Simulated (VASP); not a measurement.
Here is a VASP 6.6.1 calculation.

File INCAR:

```
SYSTEM = Sn
PREC = Accurate
ENCUT = 520
EDIFF = 1E-6
ISMEAR = 0
SIGMA = 0.1
LREAL = .FALSE.
LASPH = .TRUE.
NELM = 100
ALGO = Normal
ISIF = 2
LWAVE = .FALSE.
LCHARG = .TRUE.
GGA = PE
LELF = .TRUE.
LVHAR = .TRUE.
NBANDS = 21
```

The input KPOINTS:

```
regular mesh
0
G
  4 6 4
  0 0 0
```

The input POSCAR:

```
Sn
1.0
    4.4721115149      0.0000000000      0.0000000000
    0.0000000000      3.1551158993      0.0000000000
    0.0000000000      0.0000000000      4.2317249674
Sn
2
Direct
    0.2500000000      0.5000000000      0.7500476196
    0.7500000000      0.5000000000      0.2499523804
```

Potentials or basis: VASP PAW PBE potentials, release 64 (Sn_d).

The run is started by

```console
$ cat potpaw_PBE.64/Sn_d/POTCAR > POTCAR
$ mpirun -np 1 vasp_std > vasp.out
```

Task: Predict the band gap on the k mesh.

Result: Zero (band 14 reaches 7.81 eV, above the bottom of band 15 at 4.84 eV).

Task: Estimate the pressure.

Result: -0.1 GPa.

Stress tensor (GPa, compression positive):
```
 0.13  0.00  0.00
 0.00 -0.40  0.00
 0.00  0.00  0.00
```

Caveat: the k points lie up to 0.37 Å⁻¹ apart; spin-orbit coupling is left out, which moves the levels of the heavy elements.
